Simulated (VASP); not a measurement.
Set up this calculation in VASP 6.6.1, as the native input.

```yaml
Task: single point
Functional: LDA
Potentials_or_basis: VASP PAW LDA potentials, release 64 (Cs_sv, Rb_sv, Pd, F)
Cutoff: 520 eV
k_mesh: 4 × 4 × 4
Occupations: fermi-dirac, width 0.1 eV
Spin: no spin polarisation
Dipole_correction: no
Further_INCAR_settings: ALGO = Normal; EDIFF = 1e-06; NBANDS = 50
```

The structure of CsRb2PdF6 lies in POSCAR:

```
CsRb2PdF6
1.0
    0.0000000000      4.8121530000      4.8121530000
    4.8121530000      0.0000000000      4.8121530000
    4.8121530000      4.8121530000      0.0000000000
Cs Rb Pd F
1 2 1 6
Direct
    0.5000000000      0.5000000000      0.5000000000
    0.7500000000      0.7500000000      0.7500000000
    0.2500000000      0.2500000000      0.2500000000
    0.0000000000      0.0000000000      0.0000000000
    0.7857710000      0.2142290000      0.2142290000
    0.2142290000      0.2142290000      0.7857710000
    0.2142290000      0.7857710000      0.7857710000
    0.2142290000      0.7857710000      0.2142290000
    0.7857710000      0.2142290000      0.7857710000
    0.7857710000      0.7857710000      0.2142290000
```

One way to write it, as run:

INCAR

```
PREC = Accurate
ENCUT = 520
EDIFF = 1E-6
ISMEAR = -1
SIGMA = 0.1
LREAL = False
LASPH = True
NELM = 60
ALGO = Normal
ISIF = 2
LWAVE = False
LCHARG = True
GGA = CA
LELF = True
LVHAR = True
NBANDS = 50
```

KPOINTS

```
Automatic mesh
0
Gamma
  4 4 4
```

Potentials or basis: VASP PAW LDA potentials, release 64 (Cs_sv, Rb_sv, Pd, F).

Launch:

```console
$ cat potpaw_LDA.64/Cs_sv/POTCAR potpaw_LDA.64/Rb_sv/POTCAR potpaw_LDA.64/Pd/POTCAR potpaw_LDA.64/F/POTCAR > POTCAR
$ mpirun -np 1 vasp_std > vasp.out
```

It gave:

| Property | Result |
| --- | --- |
| Pressure | -4.9 GPa |
| Largest force | 0.535 eV/Å |
| Band gap on the k mesh | zero (an odd number of electrons rules out a gap without spin polarisation) |

Caveat: the cell stands under tension; spin-orbit coupling is left out, which moves the levels of the heavy elements; an odd number of electrons without spin polarisation forces a metal; a magnetic or distorted state may lie lower.

Run time: 4.6 min on 1 thread of Intel Xeon 8259CL, on a shared host, peak memory 0.36 GiB.
